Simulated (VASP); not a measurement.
# Ni3Ge (Pm-3m) in VASP: single point with PBEsol

Aim: the single point of Ni3Ge with PBEsol.

All numbers are computed with VASP 6.6.1; they aren't measurements. Logs are shortened: lines on timing, memory, paths and dates and some standing lists are left out, and cuts for length are marked.

## 1. The cell of the first run

Symmetry: Pm-3m, No. 221, cubic system. Conventional cell: a = 3.600 Å, b = 3.600 Å, c = 3.600 Å, α = 90.00°, β = 90.00°, γ = 90.00°. Within 3.4 Å of Ge (site symmetry m-3m) lie 12 Ni at 2.55 Å. Ni (site symmetry 4/mmm) has 4 Ge at 2.55 Å and 8 Ni at 2.55 Å within 3.4 Å.

## 2. Single point, PBEsol, collinear spin, ferromagnetic start (11.66 Å³/atom)

INCAR reads:

```
SYSTEM = Ni3Ge
PREC = Accurate
ENCUT = 520
EDIFF = 1E-7
ISMEAR = -1
SIGMA = 0.05
LREAL = .False.
LASPH = .True.
NELM = 150
ALGO = Normal
ISIF = 2
LWAVE = .False.
LCHARG = .True.
ISPIN = 2
MAGMOM = 0 1 1 1
LORBIT = 11
LMAXMIX = 4
GGA = PS
LELF = .True.
LVHAR = .True.
NBANDS = 34
```

KPOINTS reads:

```
Automatic mesh
0
Gamma
  8 8 8
  0 0 0
```

POSCAR reads:

```
Ni3Ge
1.0
    3.5995739226      0.0000000000      0.0000000000
    0.0000000000      3.5995739226      0.0000000000
    0.0000000000      0.0000000000      3.5995739226
Ge Ni
1 3
Direct
    0.0000000000      0.0000000000      0.0000000000
    0.5000000000      0.5000000000      0.0000000000
    0.0000000000      0.5000000000      0.5000000000
    0.5000000000      0.0000000000      0.5000000000
```

Potentials or basis: VASP PAW PBE potentials, release 64 (Ge_d, Ni).

The run is started by

```bash
$ cat potpaw_PBE.64/Ge_d/POTCAR potpaw_PBE.64/Ni/POTCAR > POTCAR
$ mpirun -np 1 vasp_std > vasp.out
```

OUTCAR:

```text
SYSTEM = Ni3Ge
   PREC = Accurate
   ENCUT = 520
   EDIFF = 1E-7
   ISMEAR = -1
   LREAL = .False.
   LASPH = .True.
   NELM = 150
   ISIF = 2
   ISPIN = 2
   LORBIT = 11
   GGA = PS

 ion  position               nearest neighbor table
   1  0.000  0.000  0.000-   2 2.55   3 2.55   4 2.55   3 2.55   4 2.55   2 2.55   3 2.55   3 2.55
                             2 2.55   4 2.55   4 2.55   2 2.55
   2  0.500  0.500  0.000-   1 2.55   3 2.55   4 2.55   3 2.55   4 2.55   1 2.55   4 2.55   4 2.55
                             1 2.55   3 2.55   3 2.55   1 2.55
   3  0.000  0.500  0.500-   1 2.55   2 2.55   4 2.55   1 2.55   2 2.55   1 2.55   4 2.55   1 2.55
                             2 2.55   4 2.55   2 2.55   4 2.55
   4  0.500  0.000  0.500-   1 2.55   2 2.55   3 2.55   1 2.55   2 2.55   2 2.55   3 2.55   2 2.55
                             1 2.55   3 2.55   1 2.55   3 2.55

  LATTYP: Found a simple cubic cell.
 ALAT       =     3.5995739226

  Lattice vectors:

 A1 = (   3.5995739226,   0.0000000000,   0.0000000000)
 A2 = (   0.0000000000,   3.5995739226,   0.0000000000)
 A3 = (   0.0000000000,   0.0000000000,   3.5995739226)

Analysis of symmetry for initial positions (statically):
=====================================================================
 Subroutine PRICEL returns:
 Original cell was already a primitive cell.

 Routine SETGRP: Setting up the symmetry group for a
 simple cubic supercell.

 Subroutine GETGRP returns: Found 48 space group operations
 (whereof 48 operations were pure point group operations)
 out of a pool of 48 trial point group operations.

The static configuration has the point symmetry O_h .

Analysis of symmetry for dynamics (positions and initial velocities):
=====================================================================
 Subroutine PRICEL returns:
 Original cell was already a primitive cell.

 Routine SETGRP: Setting up the symmetry group for a
 simple cubic supercell.

 Subroutine GETGRP returns: Found 48 space group operations
 (whereof 48 operations were pure point group operations)
 out of a pool of 48 trial point group operations.

The dynamic configuration has the point symmetry O_h .

Analysis of structural, dynamic, and magnetic symmetry:
=====================================================================
 Subroutine PRICEL returns:
 Original cell was already a primitive cell.

 Routine SETGRP: Setting up the symmetry group for a
 simple cubic supercell.

 Subroutine GETGRP returns: Found 48 space group operations
 (whereof 48 operations were pure point group operations)
 out of a pool of 48 trial point group operations.

The overall configuration has the point symmetry O_h .

 Subroutine INISYM returns: Found 48 space group operations
 (whereof 48 operations are pure point group operations),
 and found     1 'primitive' translations

----------------------------------------------------------------------------------------

                                     Primitive cell

  volume of cell :      46.6394

  direct lattice vectors                    reciprocal lattice vectors
     3.599573923  0.000000000  0.000000000     0.277810658  0.000000000  0.000000000
     0.000000000  3.599573923  0.000000000     0.000000000  0.277810658  0.000000000
     0.000000000  0.000000000  3.599573923     0.000000000  0.000000000  0.277810658

  length of vectors
     3.599573923  3.599573923  3.599573923     0.277810658  0.277810658  0.277810658

  position of ions in fractional coordinates (direct lattice)
     0.000000000  0.000000000  0.000000000
     0.500000000  0.500000000  0.000000000
     0.000000000  0.500000000  0.500000000
     0.500000000  0.000000000  0.500000000

  ion indices of the primitive-cell ions
   primitive index   ion index
                 1           1
                 2           2
                 3           3
                 4           4

----------------------------------------------------------------------------------------

 KPOINTS: Automatic mesh

Automatic generation of k-mesh.
 Grid dimensions read from file:
 generate k-points for:    8    8    8

 Generating k-lattice:

  Cartesian coordinates                     Fractional coordinates (reciprocal lattice)
     0.034726332  0.000000000  0.000000000     0.125000000  0.000000000  0.000000000
     0.000000000  0.034726332  0.000000000     0.000000000  0.125000000  0.000000000
     0.000000000  0.000000000  0.034726332     0.000000000  0.000000000  0.125000000

  Length of vectors
     0.034726332  0.034726332  0.034726332

  Shift w.r.t. Gamma in fractional coordinates (k-lattice)
     0.000000000  0.000000000  0.000000000

 Subroutine IBZKPT returns following result:
 ===========================================

 Found     35 irreducible k-points:

 Following reciprocal coordinates:
            Coordinates               Weight
  0.000000  0.000000  0.000000      1.000000
  0.125000  0.000000  0.000000      6.000000
  0.250000  0.000000  0.000000      6.000000
  0.375000  0.000000  0.000000      6.000000
  0.500000  0.000000  0.000000      3.000000
  0.125000  0.125000  0.000000     12.000000
[... 16 lines left out ...]
  0.375000  0.375000  0.125000     24.000000
  0.500000  0.375000  0.125000     24.000000
 [... further k-points ...]
   k-points           NKPTS =     35   k-points in BZ     NKDIM =     35   number of bands    NBANDS=     34
   number of dos      NEDOS =    301   number of ions     NIONS =      4
   total plane-waves  NPLWV =  21952
   dimension x,y,z NGX =    28 NGY =   28 NGZ =   28
   dimension x,y,z NGXF=    56 NGYF=   56 NGZF=   56
   ions per type =               1   3
   NGX,Y,Z   is equivalent  to a cutoff of  12.93, 12.93, 12.93 a.u.
   NGXF,Y,Z  is equivalent  to a cutoff of  25.86, 25.86, 25.86 a.u.
 SYSTEM =  Ni3Ge
   PREC   = accura    normal or accurate (medium, high low for compatibility)
   ISTART =      0    job   : 0-new  1-cont  2-samecut
   ICHARG =      2    charge: 1-file 2-atom 10-const
   ISPIN  =      2    spin polarized calculation?
   LNONCOLLINEAR =      F non collinear calculations
   LSORBIT =      F    spin-orbit coupling
   LASPH  =      T    aspherical Exc in radial PAW
   ENCUT  =  520.0 eV  38.22 Ry    6.18 a.u.   6.69  6.69  6.69*2*pi/ulx,y,z
   NELM   =    150;   NELMIN=  2; NELMDL= -5     # of ELM steps
   EDIFF  = 0.1E-06   stopping-criterion for ELM
   LREAL  =      F    real-space projection
   EDIFFG = 0.1E-05   stopping-criterion for IOM
   NSW    =      0    number of steps for IOM
   IBRION =     -1    ionic relax: 0-MD 1-quasi-New 2-CG
   NFREE  =      0    steps in history (QN), initial steepest desc. (CG)
   ISIF   =      2    stress and relaxation
   ISYM   =      2    0-nonsym 1-usesym 2-fastsym
   POTIM  = 0.5000    time-step for ionic-motion
   TEBEG  =    0.0;   TEEND  =   0.0 temperature during run
   PSTRESS=    0.0 pullay stress
   NELECT =      44.0000    total number of electrons
   NUPDOWN=      -1.0000    fix difference up-down
   EMIN   =  10.00;   EMAX   =-10.00  energy-range for DOS
   EFERMI =   0.00;   METHOD = LEGACY
   ISMEAR =    -1;   SIGMA  =   0.05  broadening in eV -4-tet -1-fermi 0-gaus
   EFERMI_NEDOS =   21; number of points for ismear=-14 and -15
   IALGO  =     38    algorithm
   IMIX   =      4    mixing-type and parameters
     AMIX     =   0.40;   BMIX     =  1.00
     AMIX_MAG =   1.60;   BMIX_MAG =  1.00
  volume/ion in A,a.u.               =      11.66        78.68
  Fermi-wavevector in a.u.,A,eV,Ry     =   1.605615  3.034172 35.075793  2.577998
  Thomas-Fermi vector in A             =   2.701933
   LORBIT       =     11    0 simple, 1 ext, 2 COOP (PROOUT), +10 PAW based schemes
   GGA     = PS    functional components
   LHFCALC =     F    Hartree Fock is set to
   AEXX    =    0.0000 exact exchange contribution
   IVDW    =     0    specifies the selected vdW correction
   LEPSILON=     F    determine dielectric tensor
   LRPA    =     F    only Hartree local field effects (RPA)
 spin polarized calculation
  energy-cutoff  :      520.00
  volume of cell :       46.64
 maximum number of plane-waves:      1328
 NGX is ok and might be reduce to    28
   NGX = 13   NGY = 13   NGZ = 13

 number of electron      44.0000060 magnetization      -0.0028337

 number of electron      44.0000060 magnetization       0.0003656

 Free energy of the ion-electron system (eV)
  ---------------------------------------------------
  ext. energy  EPLUGINS =         0.00000000
  ---------------------------------------------------
  free energy    TOTEN  =       -24.64064555 eV

  energy without entropy =      -24.62188205  energy(sigma->0) =      -24.63126380

 E-fermi :   9.3578     XC(G=0): -13.3053

 val. band max:        9.2899924364   @ k =   0.1250   0.1250   0.0000
 cond. band min:       9.3654393305   @ k =   0.5000   0.3750   0.3750
 fundamental gap:      0.0754468941
 Fermi energy:         9.3578178179

 spin component 1

 k-point     1 :       0.0000    0.0000    0.0000
  band No.  band energies     occupation
      1     -15.1852      1.00000
      2     -15.1852      1.00000
      3     -15.1737      1.00000
      4     -15.1737      1.00000
      5     -15.1737      1.00000
      6      -2.7228      1.00000
[... 26 lines left out ...]
     33      22.4006      0.00000
     34      25.1196      0.00000

 k-point     2 :       0.1250    0.0000    0.0000
  band No.  band energies     occupation
      1     -15.1847      1.00000
      2     -15.1821      1.00000
      3     -15.1739      1.00000
      4     -15.1739      1.00000
      5     -15.1736      1.00000
      6      -2.5559      1.00000
[... 26 lines left out ...]
     33      21.8558      0.00000
     34      25.1426      0.00000
[... 775 lines left out ...]
     33      23.4097      0.00000
     34      24.8790      0.00000

 k-point    24 :       0.5000    0.3750    0.1250
  band No.  band energies     occupation
      1     -15.1830      1.00000
      2     -15.1758      1.00000
      3     -15.1754      1.00000
      4     -15.1705      1.00000
      5     -15.1545      1.00000
      6       0.0950      1.00000
[... 26 lines left out ...]
     33      23.9630      0.00000
     34      25.8616      0.00000

 [... further k-points ...]

 spin component 2

 k-point     1 :       0.0000    0.0000    0.0000
  band No.  band energies     occupation
      1     -15.1852      1.00000
      2     -15.1852      1.00000
      3     -15.1738      1.00000
      4     -15.1738      1.00000
      5     -15.1738      1.00000
      6      -2.7229      1.00000
[... 26 lines left out ...]
     33      22.4006      0.00000
     34      25.1195      0.00000

 k-point     2 :       0.1250    0.0000    0.0000
  band No.  band energies     occupation
      1     -15.1847      1.00000
      2     -15.1821      1.00000
      3     -15.1739      1.00000
      4     -15.1739      1.00000
      5     -15.1736      1.00000
      6      -2.5559      1.00000
[... 26 lines left out ...]
     33      21.8558      0.00000
     34      25.1425      0.00000
[... 775 lines left out ...]
     33      23.4097      0.00000
     34      24.8790      0.00000

 k-point    24 :       0.5000    0.3750    0.1250
  band No.  band energies     occupation
      1     -15.1831      1.00000
      2     -15.1758      1.00000
      3     -15.1754      1.00000
      4     -15.1705      1.00000
      5     -15.1545      1.00000
      6       0.0950      1.00000
[... 26 lines left out ...]
     33      23.9630      0.00000
     34      25.8616      0.00000

 [... further k-points ...]

------------------------ aborting loop because EDIFF is reached ----------------------------------------

  FORCE on cell =-STRESS in cart. coord.  units (eV):
  Direction    XX          YY          ZZ          XY          YZ          ZX
  --------------------------------------------------------------------------------------
  -------------------------------------------------------------------------------------
  Total       -3.3323418     -3.3323418     -3.3323418      0.0000000      0.0000000     -0.0000000
  in kB     -114.4739938   -114.4739938   -114.4739938      0.0000000      0.0000000     -0.0000000
  external PRESSURE =    -114.4739938 kB  Pullay stress =       0.0000000 kB

 VOLUME and BASIS-vectors are now :
 -----------------------------------------------------------------------------
  energy-cutoff  :      520.00
  volume of cell :       46.64
      direct lattice vectors                 reciprocal lattice vectors
     3.599573923  0.000000000  0.000000000     0.277810658  0.000000000  0.000000000
     0.000000000  3.599573923  0.000000000     0.000000000  0.277810658  0.000000000
     0.000000000  0.000000000  3.599573923     0.000000000  0.000000000  0.277810658

 POSITION                                       TOTAL-FORCE (eV/Angst)
 -----------------------------------------------------------------------------------
      0.00000      0.00000      0.00000         0.000000      0.000000      0.000000
      1.79979      1.79979      0.00000         0.000000      0.000000      0.000000
      0.00000      1.79979      1.79979         0.000000      0.000000      0.000000
      1.79979      0.00000      1.79979         0.000000      0.000000      0.000000
 -----------------------------------------------------------------------------------
    total drift:                                0.000000      0.000000      0.000000

  FREE ENERGIE OF THE ION-ELECTRON SYSTEM (eV)
  ---------------------------------------------------
  free  energy   TOTEN  =       -24.6406455525 eV

  energy  without entropy=      -24.6218820460  energy(sigma->0) =      -24.63126380

 total charge

# of ion       s       p       d       tot
------------------------------------------
    1        1.089   1.179  10.118  12.386
    2        0.452   0.491   8.400   9.343
    3        0.452   0.491   8.400   9.343
    4        0.452   0.491   8.400   9.343
--------------------------------------------------
tot          2.446   2.652  35.319  40.416

 magnetization (x)

# of ion       s       p       d       tot
------------------------------------------
    1       -0.000  -0.000  -0.000  -0.000
    2       -0.000  -0.000   0.000   0.000
    3       -0.000  -0.000   0.000   0.000
    4       -0.000  -0.000   0.000   0.000
--------------------------------------------------
tot         -0.000  -0.000   0.000   0.000
```

Wall time 49 s (1 thread of Intel Xeon 6975P-C (Granite Rapids), shared host); peak memory 0.22 GiB.

What came out:

- Free energy: -24.6406 eV
- Pressure: -11.4 GPa
- Band gap on the k mesh: zero (filled and empty bands overlap)
- Net moment: 0.00 μB per cell
- Valence electrons inside the program's atomic spheres: Ge 12.39; Ni 9.34

Levels at points of the mesh, in eV from the Fermi level:
Spin up:
```
           k point  band 18  band 19  band 20  band 21  band 22  band 23  band 24  band 25  band 26  band 27
(0.00, 0.00, 0.00)    -0.88    -0.54    -0.54    -0.27     0.01     0.01     0.01     3.46     6.55     6.55
(0.50, 0.00, 0.00)    -1.20    -1.15    -1.05    -0.50     0.01     3.42     3.42     4.22     5.58     5.58
(0.50, 0.50, 0.00)    -1.29    -1.12    -1.02    -0.88    -0.87     0.58     0.58     5.37     6.13     8.37
(0.50, 0.50, 0.50)    -1.23    -1.08    -1.08    -0.40    -0.20    -0.20    -0.20     0.50     3.94     3.94
```
Spin down:
```tsv
k point	band 19	band 20	band 21	band 22	band 23	band 24	band 25	band 26
(0.00, 0.00, 0.00)	-0.54	-0.54	-0.27	0.01	0.01	0.01	3.46	6.55
(0.50, 0.00, 0.00)	-1.15	-1.05	-0.50	0.01	3.42	3.42	4.22	5.58
(0.50, 0.50, 0.00)	-1.12	-1.02	-0.88	-0.86	0.58	0.58	5.37	6.13
(0.50, 0.50, 0.50)	-1.08	-1.08	-0.40	-0.20	-0.20	-0.20	0.50	3.94
```

Caveat: the cell stands under tension; the PAW data sets were made with another functional, which shifts forces and pressure a little.
